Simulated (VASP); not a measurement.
I: single point with HSE06

The system is I.

```
CELL_PARAMETERS angstrom
0.00000 2.36560 3.90984
2.19225 0.00000 3.90984
2.19225 2.36560 0.00000
ATOMIC_POSITIONS crystal
I 0.00000 0.00000 0.00000
```

- Program: VASP 6.6.1
- Task: single point
- Functional: HSE06
- Potentials or basis: VASP PAW PBE potentials, release 64 (I)
- Cutoff: 520 eV
- k mesh: 5 × 5 × 5
- Occupations: gaussian, width 0.1 eV
- Spin: no spin polarisation

- Pressure: -1.0 GPa

Stress tensor (GPa, compression positive):
```
-2.39  0.00  0.00
 0.00 -1.29  0.00
 0.00  0.00  0.66
```

Levels at points of the mesh, in eV from the Fermi level:
```csv
k point,band 1,band 2,band 3,band 4,band 5,band 6,band 7,band 8,band 9
"(0.00, 0.00, 0.00)",-14.58,-1.72,1.76,2.13,5.91,8.95,9.68,13.82,14.09
```

It took 4.7 min on 1 thread of Intel(R) Xeon(R) 6975P-C (Granite Rapids) (shared host), peak memory 0.28 GiB.

Caveat: the k points lie up to 0.42 Å⁻¹ apart; the PAW data sets were made with another functional, which shifts forces and pressure a little; spin-orbit coupling is left out, which moves the levels of the heavy elements; an odd number of electrons without spin polarisation forces a metal; a magnetic or distorted state may lie lower.
